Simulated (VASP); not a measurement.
Here is a VASP 6.6.1 calculation.

Contents of INCAR:

```
PREC = Accurate
ENCUT = 600
EDIFF = 1E-7
ISMEAR = 0
SIGMA = 0.02
LREAL = False
LASPH = True
NELM = 120
ALGO = Normal
ISIF = 3
LWAVE = False
LCHARG = False
GGA = PS
IBRION = 2
NSW = 70
EDIFFG = -0.004
PSTRESS = 1875.0
GGA_COMPAT = False
NELMIN = 4
```

KPOINTS

```
regular mesh
0
Gamma
  16 16 16
```

Contents of POSCAR:

```
SiC
1.0
    0.0000000000      1.8436272668      1.8436272668
    1.8436272668      0.0000000000      1.8436272668
    1.8436272668      1.8436272668      0.0000000000
C Si
1 1
Direct
    0.0000000000      0.0000000000      0.0000000000
    0.5000000000      0.5000000000      0.5000000000
```

Potentials or basis: VASP PAW PBE potentials, release 64 (C, Si).

Launch:

```console
$ cat potpaw_PBE.64/C/POTCAR potpaw_PBE.64/Si/POTCAR > POTCAR
$ mpirun -np 1 vasp_std > vasp.out
```

Estimate the space group after relaxing (to 0.05 Å).

Fm-3m (No. 225).

What does it give for the relaxed cell?

a = 2.542 Å, b = 2.542 Å, c = 2.542 Å, α = 60.00°, β = 60.00°, γ = 60.00°.

The path:
```csv
step,energy change (eV),largest force (eV/Å),pressure (GPa),volume (Å³)
1,0.0000,0.0000,125.83,12.53
2,7.5160,0.0000,604.16,8.65
3,0.7572,0.0000,178.62,11.73
4,0.8655,0.0000,185.89,11.63
5,0.8896,0.0000,187.50,11.61
```

Caveat: the cell is relaxed towards a set pressure, so the enthalpy falls and the energy may rise; the PAW data sets were made with another functional, which shifts forces and pressure a little.
